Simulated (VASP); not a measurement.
# MgBe2I6 (R-3) in VASP: notebook

Runs on MgBe2I6. Level: PBE. Tasks: single point.

All numbers are computed with VASP 6.6.1; they aren't measurements. Logs are shortened: lines on timing, memory, paths and dates and some standing lists are left out, and cuts for length are marked.

## 1. The cell of the first run

The structure is trigonal, space group R-3 (No. 148). The conventional cell has a = 7.229 Å, b = 7.229 Å, c = 24.673 Å, α = 90.00°, β = 90.00°, γ = 120.00°. Within 3.9 Å of Mg (site symmetry -3) lie 6 I at 2.97 Å. Be (site symmetry 3) has 3 I at 2.32 Å within 3.1 Å. Within 3.1 Å of I (site symmetry 1) lie 1 Be at 2.32 Å and 1 Mg at 2.97 Å.

## 2. Single point, PBE

INCAR reads:

```
SYSTEM = MgBe2I6
PREC = Accurate ; ENCUT = 520
EDIFF = 1E-6 ; ISMEAR = 0
SIGMA = 0.1 ; LREAL = .False.
LASPH = .True. ; NELM = 80
ALGO = Normal ; ISIF = 2
LWAVE = .False. ; LCHARG = .False.
GGA = PE ; NBANDS = 34
```

KPOINTS reads:

```
regular mesh
0
Gamma
  3 3 3
  0 0 0
```

POSCAR reads:

```
MgBe2I6
1.0
    3.6145457000      2.0868589000      8.2244015000
   -3.6145457000      2.0868589000      8.2244015000
    0.0000000000     -4.1737179000      8.2244015000
Mg Be I
1 2 6
Direct
    0.0000000000      0.0000000000      0.0000000000
    0.2679100000      0.2679100000      0.2679100000
    0.7320900000      0.7320900000      0.7320900000
    0.0501270000      0.4113710000      0.7560880000
    0.7560880000      0.0501270000      0.4113710000
    0.4113710000      0.7560880000      0.0501270000
    0.9498730000      0.5886290000      0.2439120000
    0.2439120000      0.9498730000      0.5886290000
    0.5886290000      0.2439120000      0.9498730000
```

Potentials or basis: VASP PAW PBE potentials, release 64 (Mg, Be, I).

On the command line:

```console
$ cat potpaw_PBE.64/Mg/POTCAR potpaw_PBE.64/Be/POTCAR potpaw_PBE.64/I/POTCAR > POTCAR
$ mpirun -np 1 vasp_std > vasp.out
```

OUTCAR:

```text
SYSTEM = MgBe2I6
   PREC = Accurate
   ENCUT = 520
   EDIFF = 1E-6
   ISMEAR = 0
   LREAL = .False.
   LASPH = .True.
   NELM = 80
   ISIF = 2
   GGA = PE

 ion  position               nearest neighbor table
   1  0.000  0.000  0.000-   4 2.97   7 2.97   6 2.97   9 2.97   8 2.97   5 2.97
   2  0.268  0.268  0.268-   8 2.32   7 2.32   9 2.32
   3  0.732  0.732  0.732-   5 2.32   4 2.32   6 2.32
   4  0.050  0.411  0.756-   3 2.32   1 2.97
   5  0.756  0.050  0.411-   3 2.32   1 2.97
   6  0.411  0.756  0.050-   3 2.32   1 2.97
   7  0.950  0.589  0.244-   2 2.32   1 2.97
   8  0.244  0.950  0.589-   2 2.32   1 2.97
   9  0.589  0.244  0.950-   2 2.32   1 2.97

  LATTYP: Found a trigonal (rhomboedric) cell.
 ALAT       =     9.2228358285
 COS(alpha) =     0.6928090063

  Lattice vectors:

 A1 = (   3.6145457000,   2.0868589000,   8.2244015000)
 A2 = (  -3.6145457000,   2.0868589000,   8.2244015000)
 A3 = (   0.0000000000,  -4.1737179000,   8.2244015000)

Analysis of symmetry for initial positions (statically):
=====================================================================
 Subroutine PRICEL returns:
 Original cell was already a primitive cell.

 Routine SETGRP: Setting up the symmetry group for a
 trigonal (rhombohedral) supercell.

 Subroutine GETGRP returns: Found  6 space group operations
 (whereof  6 operations were pure point group operations)
 out of a pool of 12 trial point group operations.

The static configuration has the point symmetry S_6 .

Analysis of symmetry for dynamics (positions and initial velocities):
=====================================================================
 Subroutine PRICEL returns:
 Original cell was already a primitive cell.

 Routine SETGRP: Setting up the symmetry group for a
 trigonal (rhombohedral) supercell.

 Subroutine GETGRP returns: Found  6 space group operations
 (whereof  6 operations were pure point group operations)
 out of a pool of 12 trial point group operations.

The dynamic configuration has the point symmetry S_6 .

 Subroutine INISYM returns: Found  6 space group operations
 (whereof  6 operations are pure point group operations),
 and found     1 'primitive' translations

----------------------------------------------------------------------------------------

                                     Primitive cell

  volume of cell :     372.2223

  direct lattice vectors                    reciprocal lattice vectors
     3.614545700  2.086858900  8.224401500     0.138329970  0.079864846  0.040529799
    -3.614545700  2.086858900  8.224401500    -0.138329970  0.079864846  0.040529799
     0.000000000 -4.173717900  8.224401500     0.000000000 -0.159729691  0.040529798

  length of vectors
     9.222835828  9.222835828  9.222835851     0.164791501  0.164791501  0.164791501

  position of ions in fractional coordinates (direct lattice)
     0.000000000  0.000000000  0.000000000
     0.267910000  0.267910000  0.267910000
     0.732090000  0.732090000  0.732090000
     0.050127000  0.411371000  0.756088000
     0.756088000  0.050127000  0.411371000
     0.411371000  0.756088000  0.050127000
     0.949873000  0.588629000  0.243912000
     0.243912000  0.949873000  0.588629000
     0.588629000  0.243912000  0.949873000

  ion indices of the primitive-cell ions
   primitive index   ion index
                 1           1
                 2           2
                 3           3
                 4           4
                 5           5
                 6           6
                 7           7
                 8           8
                 9           9

----------------------------------------------------------------------------------------

 KPOINTS: regular mesh

Automatic generation of k-mesh.
 Grid dimensions read from file:
 generate k-points for:    3    3    3

 Generating k-lattice:

  Cartesian coordinates                     Fractional coordinates (reciprocal lattice)
     0.046109990  0.026621615  0.013509933     0.333333333 -0.000000000 -0.000000000
    -0.046109990  0.026621615  0.013509933    -0.000000000  0.333333333 -0.000000000
     0.000000000 -0.053243230  0.013509933     0.000000000  0.000000000  0.333333333

  Length of vectors
     0.054930500  0.054930500  0.054930500

  Shift w.r.t. Gamma in fractional coordinates (k-lattice)
     0.000000000  0.000000000  0.000000000

 Subroutine IBZKPT returns following result:
 ===========================================

 Found      6 irreducible k-points:

 Following reciprocal coordinates:
            Coordinates               Weight
  0.000000  0.000000  0.000000      1.000000
  0.333333  0.000000 -0.000000      6.000000
  0.333333  0.333333  0.000000      6.000000
 -0.333333  0.333333  0.000000      6.000000
  0.333333  0.333333  0.333333      2.000000
 -0.333333  0.333333  0.333333      6.000000
   k-points           NKPTS =      6   k-points in BZ     NKDIM =      6   number of bands    NBANDS=     34
   number of dos      NEDOS =    301   number of ions     NIONS =      9
   total plane-waves  NPLWV = 343000
   dimension x,y,z NGX =    70 NGY =   70 NGZ =   70
   dimension x,y,z NGXF=   140 NGYF=  140 NGZF=  140
   ions per type =               1   2   6
   NGX,Y,Z   is equivalent  to a cutoff of  12.62, 12.62, 12.62 a.u.
   NGXF,Y,Z  is equivalent  to a cutoff of  25.24, 25.24, 25.24 a.u.
 SYSTEM =  MgBe2I6
   PREC   = accura    normal or accurate (medium, high low for compatibility)
   ISTART =      0    job   : 0-new  1-cont  2-samecut
   ICHARG =      2    charge: 1-file 2-atom 10-const
   ISPIN  =      1    spin polarized calculation?
   LNONCOLLINEAR =      F non collinear calculations
   LSORBIT =      F    spin-orbit coupling
   LASPH  =      T    aspherical Exc in radial PAW
   ENCUT  =  520.0 eV  38.22 Ry    6.18 a.u.  17.15 17.15 17.15*2*pi/ulx,y,z
   NELM   =     80;   NELMIN=  2; NELMDL= -5     # of ELM steps
   EDIFF  = 0.1E-05   stopping-criterion for ELM
   LREAL  =      F    real-space projection
   EDIFFG = 0.1E-04   stopping-criterion for IOM
   NSW    =      0    number of steps for IOM
   IBRION =     -1    ionic relax: 0-MD 1-quasi-New 2-CG
   NFREE  =      0    steps in history (QN), initial steepest desc. (CG)
   ISIF   =      2    stress and relaxation
   ISYM   =      2    0-nonsym 1-usesym 2-fastsym
   POTIM  = 0.5000    time-step for ionic-motion
   TEBEG  =    0.0;   TEEND  =   0.0 temperature during run
   PSTRESS=    0.0 pullay stress
   NELECT =      48.0000    total number of electrons
   NUPDOWN=      -1.0000    fix difference up-down
   EMIN   =  10.00;   EMAX   =-10.00  energy-range for DOS
   EFERMI =   0.00;   METHOD = LEGACY
   ISMEAR =     0;   SIGMA  =   0.10  broadening in eV -4-tet -1-fermi 0-gaus
   EFERMI_NEDOS =   21; number of points for ismear=-14 and -15
   IALGO  =     38    algorithm
   IMIX   =      4    mixing-type and parameters
     AMIX     =   0.40;   BMIX     =  1.00
     AMIX_MAG =   1.60;   BMIX_MAG =  1.00
  volume/ion in A,a.u.               =      41.36       279.10
  Fermi-wavevector in a.u.,A,eV,Ry     =   0.827093  1.562980  9.307517  0.684083
  Thomas-Fermi vector in A             =   1.939238
   LORBIT       =      0    0 simple, 1 ext, 2 COOP (PROOUT), +10 PAW based schemes
   GGA     = PE    functional components
   LHFCALC =     F    Hartree Fock is set to
   AEXX    =    0.0000 exact exchange contribution
   IVDW    =     0    specifies the selected vdW correction
   LEPSILON=     F    determine dielectric tensor
   LRPA    =     F    only Hartree local field effects (RPA)
 non-spin polarized calculation
 Gauss-broadening in eV      SIGMA  =   0.10
  energy-cutoff  :      520.00
  volume of cell :      372.22
 maximum number of plane-waves:     10077
 NGX is ok and might be reduce to    70
   NGX = 35   NGY = 35   NGZ = 35

 number of electron      48.0000001 magnetization

 Free energy of the ion-electron system (eV)
  ---------------------------------------------------
  ext. energy  EPLUGINS =         0.00000000
  ---------------------------------------------------
  free energy    TOTEN  =       -24.06396009 eV

  energy without entropy =      -24.06396009  energy(sigma->0) =      -24.06396009

 E-fermi :   0.8589     XC(G=0):  -7.0769

 val. band max:        0.3790741266   @ k =   0.0000   0.0000   0.0000
 cond. band min:       3.6831620067   @ k =   0.3333   0.3333   0.3333
 fundamental gap:      3.3040878801
 Fermi energy:         0.8589363399

 k-point     1 :       0.0000    0.0000    0.0000
  band No.  band energies     occupation
      1     -11.4224      2.00000
      2     -11.1444      2.00000
      3     -10.7375      2.00000
      4     -10.7375      2.00000
      5     -10.7186      2.00000
      6     -10.7186      2.00000
[... 26 lines left out ...]
     33       6.8760      0.00000
     34       6.9891      0.00000

 k-point     2 :       0.3333    0.0000   -0.0000
  band No.  band energies     occupation
      1     -11.2748      2.00000
      2     -11.0689      2.00000
      3     -10.8868      2.00000
      4     -10.7973      2.00000
      5     -10.7887      2.00000
      6     -10.7205      2.00000
[... 26 lines left out ...]
     33       6.8424      0.00000
     34       7.1733      0.00000

 k-point     3 :       0.3333    0.3333    0.0000
  band No.  band energies     occupation
      1     -11.2695      2.00000
      2     -11.0721      2.00000
      3     -10.8851      2.00000
      4     -10.8038      2.00000
      5     -10.7924      2.00000
      6     -10.7153      2.00000
[... 26 lines left out ...]
     33       6.8622      0.00000
     34       7.2100      0.00000

 k-point     4 :      -0.3333    0.3333    0.0000
  band No.  band energies     occupation
      1     -11.0736      2.00000
      2     -11.0721      2.00000
      3     -11.0180      2.00000
      4     -10.8318      2.00000
      5     -10.7922      2.00000
      6     -10.7803      2.00000
[... 26 lines left out ...]
     33       6.5897      0.00000
     34       7.0065      0.00000

 k-point     5 :       0.3333    0.3333    0.3333
  band No.  band energies     occupation
      1     -11.4064      2.00000
      2     -11.1630      2.00000
      3     -10.7409      2.00000
      4     -10.7409      2.00000
      5     -10.7153      2.00000
      6     -10.7153      2.00000
[... 26 lines left out ...]
     33       6.9626      0.00000
     34       7.2213      0.00000

 k-point     6 :      -0.3333    0.3333    0.3333
  band No.  band energies     occupation
      1     -11.2582      2.00000
      2     -11.0843      2.00000
      3     -10.8942      2.00000
      4     -10.8023      2.00000
      5     -10.7834      2.00000
      6     -10.7164      2.00000
[... 26 lines left out ...]
     33       7.0028      0.00000
     34       7.0989      0.00000

------------------------ aborting loop because EDIFF is reached ----------------------------------------

  FORCE on cell =-STRESS in cart. coord.  units (eV):
  Direction    XX          YY          ZZ          XY          YZ          ZX
  --------------------------------------------------------------------------------------
  -------------------------------------------------------------------------------------
  Total        0.0471747      0.0471747     -0.0394897      0.0000005      0.0000000      0.0000000
  in kB        0.2030568      0.2030568     -0.1699778      0.0000023      0.0000000      0.0000000
  external PRESSURE =       0.0787119 kB  Pullay stress =       0.0000000 kB

 VOLUME and BASIS-vectors are now :
 -----------------------------------------------------------------------------
  energy-cutoff  :      520.00
  volume of cell :      372.22
      direct lattice vectors                 reciprocal lattice vectors
     3.614545700  2.086858900  8.224401500     0.138329970  0.079864846  0.040529799
    -3.614545700  2.086858900  8.224401500    -0.138329970  0.079864846  0.040529799
     0.000000000 -4.173717900  8.224401500     0.000000000 -0.159729691  0.040529798

 POSITION                                       TOTAL-FORCE (eV/Angst)
 -----------------------------------------------------------------------------------
      0.00000      0.00000      0.00000         0.000000     -0.000000     -0.000000
      0.00000     -0.00000      6.61020         0.000000     -0.000000      0.000922
      0.00000     -0.00000     18.06301         0.000000      0.000000     -0.000922
     -1.30573     -2.19262     10.01392         0.013808     -0.005021     -0.003397
      2.55173     -0.03449     10.01392        -0.002556      0.014469     -0.003397
     -1.24600      2.22711     10.01392        -0.011253     -0.009448     -0.003397
      1.30573      2.19262     14.65929        -0.013808      0.005021      0.003397
     -2.55173      0.03449     14.65929         0.002556     -0.014469      0.003397
      1.24600     -2.22711     14.65929         0.011253      0.009448      0.003397
 -----------------------------------------------------------------------------------
    total drift:                               -0.000000     -0.000000     -0.000000

  FREE ENERGIE OF THE ION-ELECTRON SYSTEM (eV)
  ---------------------------------------------------
  free  energy   TOTEN  =       -24.0639600886 eV

  energy  without entropy=      -24.0639600886  energy(sigma->0) =      -24.06396009
```

Run time: 99 s. Hardware: 1 thread of AMD EPYC 9R45 (Zen 5), shared host; peak memory 0.63 GiB.

What came out:

```
Free energy            : -24.0640 eV
Pressure               : 0.0 GPa
Largest force          : 0.015 eV/Å
Band gap on the k mesh : 3.30 eV (least direct gap 3.34 eV)
```

Forces in eV/Å, atoms in the order of the input:
```
Mg   0.000  0.000  0.000
Be   0.000  0.000  0.001
Be   0.000  0.000 -0.001
I    0.014 -0.005 -0.003
I   -0.003  0.014 -0.003
I   -0.011 -0.009 -0.003
I   -0.014  0.005  0.003
I    0.003 -0.014  0.003
I    0.011  0.009  0.003
```

Levels at points of the mesh, in eV from the valence-band top:
| k point | band 22 | band 23 | band 24 | band 25 | band 26 | band 27 |
| --- | --- | --- | --- | --- | --- | --- |
| (0.00, 0.00, 0.00) | -0.23 | 0.00 | 0.00 | 3.37 | 3.83 | 4.36 |

Caveat: spin-orbit coupling is left out, which moves the levels of the heavy elements; an odd mesh through Γ misses points on the zone boundary, where band edges can lie.

(Part 1 of 2 ends here.)
